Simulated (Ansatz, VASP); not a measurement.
**Two plane-wave programs on EuS**

```xyz
2
Lattice="4.2122 0.0000 0.0000 2.1061 3.6479 0.0000 2.1061 1.2160 3.4393" Properties=species:S:1:pos:R:3 pbc="T T T"
Eu    0.0000    0.0000    0.0000
S     4.2122    2.4319    1.7196
```

Alike in both runs: task single point; functional PBE; k mesh 10 × 10 × 10; occupations fermi-dirac, width 0.05 eV; collinear spin; Hubbard terms Eu f U = 1.5 eV.

|  | VASP | Ansatz |
| --- | --- | --- |
| version | VASP 6.6.1 | Ansatz 0.2.0 |
| potentials or method | VASP PAW PBE potentials, release 64 (Eu, S) | plane waves, PAW |
| plane-wave cutoff (eV) | 600 | 420 |
| valence electrons in the cell | 23 | 23 |

Ansatz gave:

| Item | Value |
| --- | --- |
| gap on the k mesh at the Fermi level (eV) | none |
| net moment per atom (μB) | 3.50 |
| size of the moment on the site where the two differ most (μB) | 6.80 |

Question: Which values does VASP return?

Answer: gap on the k mesh at the Fermi level (eV): none; net moment per atom (μB): 3.50; size of the moment on the site where the two differ most (μB): 6.63.

Site moments also hang on the region over which each program counts them. The programs project onto different local orbitals, so the same U acts differently, and such runs can settle in different states. A gap of «none» marks a metal or a gap that the smearing closes. Ansatz's warnings: filled band counts differ across k points.

Spin-orbit coupling is off throughout.
